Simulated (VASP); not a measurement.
Runs of VASP 6.6.1 on Hf. The structure is that of space group Fm-3m (No. 225), or close to it. The cells are those of the table. 

```tsv
cell	k mesh	gap on the mesh (eV)	pressure (GPa)
a = 3.295 Å, angles 60.0°, 1 atom	14 × 14 × 14	none	-9.9
a = 3.130 Å, angles 60.0°, 1 atom	14 × 14 × 14	none	4.0
a = 3.173 Å, angles 60.0°, 1 atom	20 × 20 × 20	none	-0.4
a = 3.173 Å, angles 60.0°, 1 atom	14 × 14 × 14	none	-0.4
a = 3.255 Å, angles 60.0°, 1 atom	14 × 14 × 14	none	(a)
a = 3.040 Å, angles 60.0°, 1 atom	14 × 14 × 14	none	(b)
a = 3.214 Å, angles 60.0°, 1 atom	14 × 14 × 14	none	-4.1
a = 3.086 Å, angles 60.0°, 1 atom	14 × 14 × 14	none	9.3
```

Alike in all rows: task single point; level PBE; potentials or basis VASP PAW PBE potentials, release 64 (Hf_pv); no spin polarisation; cutoff (eV) 520; smearing fermi-dirac 0.1 eV.

Q: Estimate the missing entries.

A: (a) -7.2; (b) 15.6.

Caveats: spin-orbit coupling is left out, which moves the levels of the heavy elements.

A k mesh can miss the band edges, and the runs leave out spin-orbit coupling on Hf.

A gap of «none» marks levels without a gap at the run's occupations.
